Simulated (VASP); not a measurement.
# Bi (I4/mmm) in VASP: further runs

Runs on Bi. Level: PBEsol+D3(BJ). Tasks: single point.

Program: VASP 6.6.1. These are calculated values, not measurements. Logs are shortened: lines on timing, memory, paths and dates and some standing lists are left out, and cuts for length are marked.

### 1 The cell of the first run

The structure is tetragonal, space group I4/mmm (No. 139). Conventional cell: a = 3.304 Å, b = 3.304 Å, c = 4.801 Å, α = 90.00°, β = 90.00°, γ = 90.00°. Within 4.3 Å of Bi (site symmetry 4/mmm) lie 12 Bi at 3.30 to 3.35 Å.

### 2 Single point, PBEsol+D3(BJ) (26.20 Å³/atom)

INCAR

```
SYSTEM = Bi
PREC = Accurate ; ENCUT = 520
EDIFF = 1E-6 ; ISMEAR = 0
SIGMA = 0.15 ; LREAL = .False.
LASPH = .True. ; NELM = 60
ALGO = Fast ; ISIF = 2
LWAVE = .False. ; LCHARG = .False.
GGA = PS ; IVDW = 12
NBANDS = 14
```

KPOINTS

```
regular mesh
0
Gamma
  18 18 18
  0 0 0
```

POSCAR

```
Bi
1.0
   -1.6520150332      1.6520150332      2.4003778432
    1.6520150332     -1.6520150332      2.4003778432
    1.6520150332      1.6520150332     -2.4003778432
Bi
1
Direct
    0.0000000000      0.0000000000      0.0000000000
```

Potentials or basis: VASP PAW PBE potentials, release 64 (Bi_d).

Started as:

```bash
$ cat potpaw_PBE.64/Bi_d/POTCAR > POTCAR
$ mpirun -np 1 vasp_std > vasp.out
```

OUTCAR:

```text
SYSTEM = Bi
   PREC = Accurate
   ENCUT = 520
   EDIFF = 1E-6
   ISMEAR = 0
   LREAL = .False.
   LASPH = .True.
   NELM = 60
   ISIF = 2
   GGA = PS
   IVDW = 12
 IVDW          = 12

 ion  position               nearest neighbor table
   1  0.000  0.000  0.000-

  LATTYP: Found a body centered tetragonal cell.
 ALAT       =     3.3040300664
 C/A-ratio  =     1.4530000000

  Lattice vectors:

 A1 = (  -1.6520150332,   1.6520150332,   2.4003778432)
 A2 = (   1.6520150332,  -1.6520150332,   2.4003778432)
 A3 = (   1.6520150332,   1.6520150332,  -2.4003778432)

Analysis of symmetry for initial positions (statically):
=====================================================================
 Subroutine PRICEL returns:
 Original cell was already a primitive cell.

 Routine SETGRP: Setting up the symmetry group for a
 body centered tetragonal supercell.

 Subroutine GETGRP returns: Found 16 space group operations
 (whereof 16 operations were pure point group operations)
 out of a pool of 16 trial point group operations.

The static configuration has the point symmetry D_4h.

Analysis of symmetry for dynamics (positions and initial velocities):
=====================================================================
 Subroutine PRICEL returns:
 Original cell was already a primitive cell.

 Routine SETGRP: Setting up the symmetry group for a
 body centered tetragonal supercell.

 Subroutine GETGRP returns: Found 16 space group operations
 (whereof 16 operations were pure point group operations)
 out of a pool of 16 trial point group operations.

The dynamic configuration has the point symmetry D_4h.

 Subroutine INISYM returns: Found 16 space group operations
 (whereof 16 operations are pure point group operations),
 and found     1 'primitive' translations

----------------------------------------------------------------------------------------

                                     Primitive cell

  volume of cell :      26.2040

  direct lattice vectors                    reciprocal lattice vectors
    -1.652015033  1.652015033  2.400377843     0.000000000  0.302660684  0.208300540
     1.652015033 -1.652015033  2.400377843     0.302660684  0.000000000  0.208300540
     1.652015033  1.652015033 -2.400377843     0.302660684  0.302660684  0.000000000

  length of vectors
     3.349644926  3.349644926  3.349644926     0.367413397  0.367413397  0.428026844

  position of ions in fractional coordinates (direct lattice)
     0.000000000  0.000000000  0.000000000

  ion indices of the primitive-cell ions
   primitive index   ion index
                 1           1

----------------------------------------------------------------------------------------

 KPOINTS: regular mesh

Automatic generation of k-mesh.
 Grid dimensions read from file:
 generate k-points for:   18   18   18

 Generating k-lattice:

  Cartesian coordinates                     Fractional coordinates (reciprocal lattice)
     0.000000000  0.016814482  0.011572252     0.055555556  0.000000000 -0.000000000
     0.016814482  0.000000000  0.011572252     0.000000000  0.055555556 -0.000000000
     0.016814482  0.016814482  0.000000000     0.000000000  0.000000000  0.055555556

  Length of vectors
     0.020411855  0.020411855  0.023779269

  Shift w.r.t. Gamma in fractional coordinates (k-lattice)
     0.000000000  0.000000000  0.000000000

 Subroutine IBZKPT returns following result:
 ===========================================

 Found    480 irreducible k-points:

 Following reciprocal coordinates:
            Coordinates               Weight
  0.000000  0.000000  0.000000      1.000000
  0.055556  0.000000  0.000000      8.000000
  0.111111  0.000000  0.000000      8.000000
  0.166667  0.000000 -0.000000      8.000000
  0.222222  0.000000 -0.000000      8.000000
  0.277778  0.000000  0.000000      8.000000
[... 16 lines left out ...]
 -0.277778  0.055556  0.000000     16.000000
 -0.222222  0.055556  0.000000     16.000000
 [... further k-points ...]
   k-points           NKPTS =    480   k-points in BZ     NKDIM =    480   number of bands    NBANDS=     14
   number of dos      NEDOS =    301   number of ions     NIONS =      1
   total plane-waves  NPLWV =  21952
   dimension x,y,z NGX =    28 NGY =   28 NGZ =   28
   dimension x,y,z NGXF=    56 NGYF=   56 NGZF=   56
   ions per type =               1
   NGX,Y,Z   is equivalent  to a cutoff of  13.90, 13.90, 13.90 a.u.
   NGXF,Y,Z  is equivalent  to a cutoff of  27.79, 27.79, 27.79 a.u.
 SYSTEM =  Bi
   PREC   = accura    normal or accurate (medium, high low for compatibility)
   ISTART =      0    job   : 0-new  1-cont  2-samecut
   ICHARG =      2    charge: 1-file 2-atom 10-const
   ISPIN  =      1    spin polarized calculation?
   LNONCOLLINEAR =      F non collinear calculations
   LSORBIT =      F    spin-orbit coupling
   LASPH  =      T    aspherical Exc in radial PAW
   ENCUT  =  520.0 eV  38.22 Ry    6.18 a.u.   6.23  6.23  6.23*2*pi/ulx,y,z
   NELM   =     60;   NELMIN=  2; NELMDL= -5     # of ELM steps
   EDIFF  = 0.1E-05   stopping-criterion for ELM
   LREAL  =      F    real-space projection
   EDIFFG = 0.1E-04   stopping-criterion for IOM
   NSW    =      0    number of steps for IOM
   IBRION =     -1    ionic relax: 0-MD 1-quasi-New 2-CG
   NFREE  =      0    steps in history (QN), initial steepest desc. (CG)
   ISIF   =      2    stress and relaxation
   ISYM   =      2    0-nonsym 1-usesym 2-fastsym
   POTIM  = 0.5000    time-step for ionic-motion
   TEBEG  =    0.0;   TEEND  =   0.0 temperature during run
   PSTRESS=    0.0 pullay stress
   NELECT =      15.0000    total number of electrons
   NUPDOWN=      -1.0000    fix difference up-down
   EMIN   =  10.00;   EMAX   =-10.00  energy-range for DOS
   EFERMI =   0.00;   METHOD = LEGACY
   ISMEAR =     0;   SIGMA  =   0.15  broadening in eV -4-tet -1-fermi 0-gaus
   EFERMI_NEDOS =   21; number of points for ismear=-14 and -15
   IALGO  =     68    algorithm
   IMIX   =      4    mixing-type and parameters
     AMIX     =   0.40;   BMIX     =  1.00
     AMIX_MAG =   1.60;   BMIX_MAG =  1.00
  volume/ion in A,a.u.               =      26.20       176.83
  Fermi-wavevector in a.u.,A,eV,Ry     =   1.359302  2.568709 25.139522  1.847703
  Thomas-Fermi vector in A             =   2.486062
   LORBIT       =      0    0 simple, 1 ext, 2 COOP (PROOUT), +10 PAW based schemes
   GGA     = PS    functional components
   LHFCALC =     F    Hartree Fock is set to
   AEXX    =    0.0000 exact exchange contribution
   IVDW    =    12    specifies the selected vdW correction
   LEPSILON=     F    determine dielectric tensor
   LRPA    =     F    only Hartree local field effects (RPA)
 non-spin polarized calculation
 RMM-DIIS sequential band-by-band and
 Gauss-broadening in eV      SIGMA  =   0.15
  energy-cutoff  :      520.00
  volume of cell :       26.20
 maximum number of plane-waves:       725
 NGX is ok and might be reduce to    28
   NGX = 13   NGY = 13   NGZ = 13

 number of electron      15.0000004 magnetization

 Free energy of the ion-electron system (eV)
  ---------------------------------------------------
  ext. energy  EPLUGINS =         0.00000000
  ---------------------------------------------------
  free energy    TOTEN  =        -4.04199599 eV

  energy without entropy =       -4.03500300  energy(sigma->0) =       -4.03849950

 E-fermi :  10.1731     XC(G=0): -11.2884

 val. band max:       10.1689637376   @ k =  -0.3889  -0.4444   0.1111
 cond. band min:      10.1886590754   @ k =  -0.2778  -0.3333   0.1667
 fundamental gap:      0.0196953378
 Fermi energy:        10.1731286859

 k-point     1 :       0.0000    0.0000    0.0000
  band No.  band energies     occupation
      1     -13.0490      2.00000
      2     -13.0193      2.00000
      3     -13.0193      2.00000
      4     -12.9152      2.00000
      5     -12.8829      2.00000
      6      -4.8129      2.00000
      7      16.3117      0.00000
      8      16.3117      0.00000
      9      16.3512      0.00000
     10      19.0556      0.00000
     11      21.1128      0.00000
     12      21.8991      0.00000
     13      21.9765      0.00000
     14      21.9765      0.00000

 k-point     2 :       0.0556    0.0000    0.0000
  band No.  band energies     occupation
      1     -13.0456      2.00000
      2     -13.0179      2.00000
      3     -13.0151      2.00000
      4     -12.9151      2.00000
      5     -12.8835      2.00000
      6      -4.7477      2.00000
      7      15.4985      0.00000
      8      16.2394      0.00000
      9      16.2418      0.00000
     10      18.8747      0.00000
     11      21.4649      0.00000
     12      22.0749      0.00000
     13      22.1149      0.00000
     14      22.8085      0.00000

 k-point     3 :       0.1111    0.0000    0.0000
  band No.  band energies     occupation
      1     -13.0380      2.00000
      2     -13.0135      2.00000
      3     -13.0042      2.00000
      4     -12.9129      2.00000
      5     -12.8843      2.00000
      6      -4.5523      2.00000
      7      13.7805      0.00000
      8      15.9803      0.00000
      9      16.0431      0.00000
     10      18.6316      0.00000
     11      22.0484      0.00000
     12      22.4309      0.00000
     13      22.5005      0.00000
     14      22.7450      0.00000

 k-point     4 :       0.1667    0.0000   -0.0000
  band No.  band energies     occupation
      1     -13.0320      2.00000
      2     -13.0072      2.00000
      3     -12.9913      2.00000
      4     -12.9038      2.00000
      5     -12.8814      2.00000
      6      -4.2276      2.00000
      7      11.8719      0.00000
      8      15.6200      0.00000
      9      15.7696      0.00000
     10      18.4295      0.00000
     11      21.8524      0.00000
     12      22.7119      0.00000
     13      22.9094      0.00000
     14      22.9331      0.00000

 k-point     5 :       0.2222    0.0000   -0.0000
  band No.  band energies     occupation
      1     -13.0296      2.00000
      2     -13.0049      2.00000
      3     -12.9836      2.00000
      4     -12.8831      2.00000
      5     -12.8696      2.00000
      6      -3.7772      2.00000
      7       9.9884      1.91838
      8      15.2238      0.00000
      9      15.4665      0.00000
     10      18.2847      0.00000
     11      21.1361      0.00000
[... 276 lines left out ...]
 k-point    22 :      -0.3333    0.0556    0.0000
  band No.  band energies     occupation
      1     -13.0307      2.00000
      2     -13.0070      2.00000
      3     -12.9853      2.00000
      4     -12.8485      2.00000
      5     -12.8160      2.00000
      6      -2.7127      2.00000
      7       7.1320      2.00000
      8      14.0821      0.00000
      9      14.7537      0.00000
     10      18.3591      0.00000
     11      20.0548      0.00000
     12      21.4170      0.00000
     13      22.1289      0.00000
     14      23.9381      0.00000

 k-point    23 :      -0.2778    0.0556    0.0000
  band No.  band energies     occupation
      1     -13.0301      2.00000
      2     -13.0016      2.00000
      3     -12.9796      2.00000
      4     -12.8761      2.00000
      5     -12.8453      2.00000
      6      -3.3467      2.00000
      7       8.8022      2.00000
      8      14.3578      0.00000
      9      15.1062      0.00000
     10      18.5357      0.00000
     11      20.4649      0.00000
     12      21.8088      0.00000
     13      22.6550      0.00000
     14      23.0394      0.00000

 k-point    24 :      -0.2222    0.0556    0.0000
  band No.  band energies     occupation
      1     -13.0300      2.00000
      2     -13.0015      2.00000
      3     -12.9803      2.00000
      4     -12.8972      2.00000
      5     -12.8705      2.00000
      6      -3.8772      2.00000
      7      10.6078      0.00004
      8      14.7070      0.00000
      9      15.4556      0.00000
     10      18.6440      0.00000
     11      20.9748      0.00000
     12      22.3156      0.00000
     13      22.3422      0.00000
     14      23.3549      0.00000

 [... further k-points ...]

------------------------ aborting loop because EDIFF is reached ----------------------------------------

 Edisp (eV)   -0.62693

 E8    (eV) :    -0.4491

  FORCE on cell =-STRESS in cart. coord.  units (eV):
  Direction    XX          YY          ZZ          XY          YZ          ZX
  --------------------------------------------------------------------------------------
  -------------------------------------------------------------------------------------
  Total       1.23222     1.23222     1.22336     0.00000     0.00000     0.00000
  in kB      75.34085    75.34085    74.79923     0.00000     0.00000     0.00000
  external pressure =       75.16 kB  Pullay stress =        0.00 kB

 VOLUME and BASIS-vectors are now :
 -----------------------------------------------------------------------------
  energy-cutoff  :      520.00
  volume of cell :       26.20
      direct lattice vectors                 reciprocal lattice vectors
    -1.652015033  1.652015033  2.400377843     0.000000000  0.302660684  0.208300540
     1.652015033 -1.652015033  2.400377843     0.302660684  0.000000000  0.208300540
     1.652015033  1.652015033 -2.400377843     0.302660684  0.302660684  0.000000000

 POSITION                                       TOTAL-FORCE (eV/Angst)
 -----------------------------------------------------------------------------------
      0.00000      0.00000      0.00000         0.000000     -0.000000      0.000000
 -----------------------------------------------------------------------------------
    total drift:                               -0.000000     -0.000000     -0.000000

  FREE ENERGIE OF THE ION-ELECTRON SYSTEM (eV)
  ---------------------------------------------------
  free  energy   TOTEN  =        -4.6689255715 eV

  energy  without entropy=       -4.6619325874  energy(sigma->0) =       -4.66542908
```

Wall time 1.8 min (1 thread of Intel Xeon 6975P-C (Granite Rapids), shared host); peak memory 0.28 GiB.

What came out:

| Quantity | Value |
| --- | --- |
| Free energy | -4.6689 eV |
| Pressure | 7.5 GPa |
| Band gap on the k mesh | zero (an odd number of electrons rules out a gap without spin polarisation) |
| Dispersion energy per atom | -0.627 eV |

Caveat: the cell stands under pressure; the PAW data sets were made with another functional, which shifts forces and pressure a little; spin-orbit coupling is left out, which moves the levels of the heavy elements.

### 3 Single point, PBEsol+D3(BJ) (27.34 Å³/atom)

This run uses another cell than the first one, of 27.34 Å³/atom.

INCAR

```
  PREC = Accurate
  ENCUT = 520
  EDIFF = 1E-6
  ISMEAR = 0
  SIGMA = 0.15
  LREAL = False
  LASPH = True
  NELM = 100
  ALGO = Fast
  ISIF = 2
  LWAVE = False
  LCHARG = False
  GGA = PS
  IVDW = 12
  NBANDS = 14
```

KPOINTS

```
Automatic mesh
0
Gamma
  18 18 18
```

POSCAR

```
Bi
1.0
   -1.6756326468      1.6756326468      2.4346942358
    1.6756326468     -1.6756326468      2.4346942358
    1.6756326468      1.6756326468     -2.4346942358
Bi
1
Direct
    0.0000000000      0.0000000000      0.0000000000
```

Potentials or basis: VASP PAW PBE potentials, release 64 (Bi_d).

Started as:

```bash
$ cat potpaw_PBE.64/Bi_d/POTCAR > POTCAR
$ mpirun -np 1 vasp_std > vasp.out
```

Run time: 3.4 min. Hardware: 1 thread of Intel Xeon 8259CL, shared host; peak memory 0.3 GiB.

The run converged. Its results:

```yaml
Free_energy: -4.7083 eV
Pressure: 3.6 GPa
Band_gap_on_the_k_mesh: zero (an odd number of electrons rules out a gap without spin polarisation)
Dispersion_energy_per_atom: -0.600 eV
```

Levels at points of the mesh, in eV from the Fermi level:
```csv
k point,band 5,band 6,band 7,band 8,band 9,band 10
"(0.00, 0.00, 0.00)",-23.02,-14.62,5.82,5.82,5.85,8.94
"(0.50, 0.00, 0.00)",-22.92,-11.03,-6.15,3.67,4.15,8.18
"(0.50, 0.50, 0.00)",-22.88,-9.50,-5.14,0.11,0.31,4.04
"(0.50, 0.50, 0.50)",-22.90,-9.82,-5.36,0.56,0.56,4.35
```

Caveat: the cell stands under pressure; the PAW data sets were made with another functional, which shifts forces and pressure a little; spin-orbit coupling is left out, which moves the levels of the heavy elements.
